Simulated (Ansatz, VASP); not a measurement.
Hf3Si2O: VASP beside Ansatz

The input INCAR:

```
SYSTEM = Hf3Si2O
PREC = Accurate
ENCUT = 520
EDIFF = 1E-6
ISMEAR = 0
SIGMA = 0.1
LREAL = .FALSE.
LASPH = .TRUE.
NELM = 80
ALGO = Normal
ISIF = 2
LWAVE = .FALSE.
LCHARG = .FALSE.
GGA = PE
NBANDS = 31
```

Contents of KPOINTS:

```
Automatic mesh
0
G
  6 6 2
  0 0 0
```

File POSCAR:

```
Hf3Si2O
1.0
    4.0603336100      0.0000000000      0.0000000000
   -2.0301668100      3.5163520600      0.0000000000
    0.0000000000      0.0000000000      8.8452283600
Hf Si O
3 2 1
Direct
    0.6666666700      0.3333333300      0.5000000000
    0.0000000000      0.0000000000      0.0000000000
    0.0000000000      0.0000000000      0.5000000000
    0.3333333300      0.6666666700      0.2516720000
    0.3333333300      0.6666666700      0.7483280000
    0.6666666700      0.3333333300      0.0000000000
```

Input for Ansatz:

```yaml
crystal:
  lattice:
    - [4.06033361, 0.0, 0.0]
    - [-2.03016681, 3.51635206, 0.0]
    - [0.0, 0.0, 8.84522836]
  atoms:
    - { symbol: Hf, position: [0.66666667, 0.33333333, 0.5] }
    - { symbol: Hf, position: [0.0, 0.0, 0.0] }
    - { symbol: Hf, position: [0.0, 0.0, 0.5] }
    - { symbol: Si, position: [0.33333333, 0.66666667, 0.251672] }
    - { symbol: Si, position: [0.33333333, 0.66666667, 0.748328] }
    - { symbol: O, position: [0.66666667, 0.33333333, 0.0] }
basis:
  ecutwfc: 420
kpoints:
  mp_grid: { grid: [6, 6, 2] }
hamiltonian:
  xc: pbe
scf:
  occupations: { method: gaussian, width: 0.1 }
  lower_state_search: "off"
output:
  forces: true
  stress: true
  eigenvalues: true
```

Change from the starting cell: species swapped into the Sr2Al3Ge type (P-6m2, No. 187).

Alike in both runs: task single point; functional PBE; k mesh 6 × 6 × 2; occupations gaussian, width 0.1 eV; no spin polarisation.

```csv
,VASP,Ansatz
version,VASP 6.6.1,Ansatz 0.2.0
potentials or method,"VASP PAW PBE potentials, release 64 (Hf_pv, Si, O), cutoff 520 eV","scalar-relativistic, plane waves, PAW"
valence electrons in the cell,44,92
```

|  | VASP | Ansatz | Ansatz less VASP |
| --- | --- | --- | --- |
| gap on the k mesh at the Fermi level (eV) | none | none | - |
| pressure (GPa) | -6.6 | -5.9 | +0.63 |
| traceless stress, the component that is largest in VASP (GPa) | -15.93 | -16.37 | -0.439 |
| rms of the force components (eV/Å) | 0.658 | 0.664 | +0.0056 |

Atom by atom the forces differ by 0.006 eV/Å (rms over components). A gap of «none» marks a metal or a gap that the smearing closes. VASP's potentials hold 44 valence electrons a cell and Ansatz's 92, so a difference there can come from the potentials and not from the codes.

Neither program's run includes spin-orbit coupling.
